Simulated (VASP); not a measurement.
The system is P3OsW.

```
P Os W
1.0
     3.58245    0.00000    0.00000
     0.00000    3.58245    0.00000
     0.00000    0.00000    6.49299
P Os W
3 1 1
Direct
  0.50000 0.50000 0.97275
  0.00000 0.50000 0.38353
  0.50000 0.00000 0.38353
  0.50000 0.50000 0.60056
  0.00000 0.00000 0.11963
```

* Program: VASP 6.6.1
* Task: relaxation of cell and atoms
* Functional: PBE
* Potentials or basis: VASP PAW PBE potentials, release 64 (P, Os, W_sv)
* Cutoff: 600 eV
* k mesh: 10 × 10 × 6
* Occupations: gaussian, width 0.1 eV
* Spin: no spin polarisation

At the start: pressure 0.5 GPa; volume 16.67 Å³/atom.

Q: How do energy, volume and symmetry change on relaxing?

A: Over 13 steps the energy falls by 4.1 meV/atom and the volume is 16.65 Å³/atom (-0.1 %); space group P4mm (No. 99, to 0.1 Å) before and after.

Step by step:
```
step  energy change (eV)  largest force (eV/Å)  pressure (GPa)  volume (Å³)
   1              0.0000                0.1854            0.53        83.33
   2             -0.0033                0.2243           -1.24        84.00
   3             -0.0036                0.1622           -0.84        83.84
   4             -0.0074                0.1857           -0.70        83.76
   5             -0.0149                0.2591           -0.25        83.51
   6             -0.0091                0.3992            0.68        82.97
   7             -0.0163                0.3076            0.04        83.36
   8             -0.0196                0.1114            0.02        83.31
   9             -0.0201                0.1090            0.01        83.28
  10             -0.0204                0.0326           -0.16        83.29
  11             -0.0204                0.0176           -0.12        83.29
  12             -0.0204                0.0185            0.12        83.18
  13             -0.0204                0.0034            0.01        83.23
```

Final structure:
```yaml
crystal:
  lattice:
    - [3.63058, 0.00000, 0.00000]
    - [0.00000, 3.63058, 0.00000]
    - [0.00000, 0.00000, 6.31404]
  atoms:
    - { symbol: P, position: [0.50000, 0.50000, 0.98198] }
    - { symbol: P, position: [0.00000, 0.50000, 0.38075] }
    - { symbol: P, position: [0.50000, 0.00000, 0.38075] }
    - { symbol: Os, position: [0.50000, 0.50000, 0.60287] }
    - { symbol: W, position: [0.00000, 0.00000, 0.11364] }
```

Caveat: an odd number of electrons without spin polarisation forces a metal; a magnetic or distorted state may lie lower.
